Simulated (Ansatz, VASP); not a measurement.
# One calculation of FeO, two programs

INCAR

```
SYSTEM = FeO
PREC     = Accurate       ! precision mode
ENCUT    = 600            ! plane-wave cutoff, eV
EDIFF    = 1E-6           ! SCF threshold, eV
ISMEAR   = 0              ! smearing method
SIGMA    = 0.1            ! smearing width, eV
LREAL    = .False.        ! projectors in reciprocal space
LASPH    = .True.         ! aspherical terms in the spheres
NELM     = 150            ! most SCF steps
ALGO     = Normal         ! electronic algorithm
ISIF     = 3              ! what is computed and relaxed
LWAVE    = .False.        ! write WAVECAR
LCHARG   = .False.        ! write CHGCAR
ISPIN    = 2              ! spin polarisation
MAGMOM   = 3.87 0.41      ! initial moments
LORBIT   = 11             ! projections on sites
LMAXMIX  = 4              ! l up to which the mixer works
GGA      = PE             ! functional
IBRION   = 2              ! ionic algorithm
NSW      = 90             ! ionic steps
EDIFFG   = -0.04          ! ionic threshold
```

KPOINTS

```
regular mesh
0
Gamma
  6 6 6
  0 0 0
```

File POSCAR:

```
FeO
1.0
    2.7828925957      0.0000000000      0.0000000000
    0.0000000000      2.7828925957      0.0000000000
    0.0000000000      0.0000000000      2.7828925957
Fe O
1 1
Direct
    0.0000000000      0.0000000000      0.0000000000
    0.5000000000      0.5000000000      0.5000000000
```

Input for Ansatz:

```yaml
crystal:
  lattice:
    - [2.7828925957, 0.0, 0.0]
    - [0.0, 2.7828925957, 0.0]
    - [0.0, 0.0, 2.7828925957]
  atoms:
    - { symbol: Fe, position: [0.0, 0.0, 0.0], spin: 3.87 }
    - { symbol: O, position: [0.5, 0.5, 0.5], spin: 0.41 }
basis:
  ecutwfc: 420
kpoints:
  mp_grid: { grid: [6, 6, 6] }
hamiltonian:
  xc: pbe
scf:
  occupations: { method: gaussian, width: 0.1 }
  lower_state_search: "off"
output:
  forces: true
  stress: true
  eigenvalues: true
  populations: true
magnetization:
  spin_polarized: true
relax:
  adjacent_minimum: "off"
  f_tol: 0.04
  max_steps: 70
  cell: { stress_tol: 0.4 }
```

Alike in both runs: task relaxation of cell and atoms; functional PBE; k mesh 6 × 6 × 6; occupations gaussian, width 0.1 eV; collinear spin.

```csv
,VASP,Ansatz
version,VASP 6.6.1,Ansatz 0.2.0
potentials or method,"VASP PAW PBE potentials, release 64 (Fe, O), cutoff 600 eV","scalar-relativistic, plane waves, PAW"
valence electrons in the cell,14,22
```

Ansatz gave:

| Item | Value |
| --- | --- |
| gap on the k mesh at the Fermi level, each at its own relaxed structure (eV) | none |
| net moment per atom (μB) | 2.00 |
| size of the moment on the site where the two differ most (μB) | 3.46 |
| relaxed volume (Å³/atom) | 9.30 |
| relaxed cell length with the largest relative difference (Å) | 2.649 |

Problem. What did VASP give for the same quantities?

Solution. gap on the k mesh at the Fermi level, each at its own relaxed structure (eV): none; net moment per atom (μB): 2.00; size of the moment on the site where the two differ most (μB): 3.54; relaxed volume (Å³/atom): 9.28; relaxed cell length with the largest relative difference (Å): 2.647.

Site moments also hang on the region over which each program counts them. A gap of «none» marks a metal or a gap that the smearing closes. VASP's potentials hold 14 valence electrons a cell and Ansatz's 22, so a difference there can come from the potentials and not from the codes.

The k mesh is coarse, so the values compare programs but aren't converged.
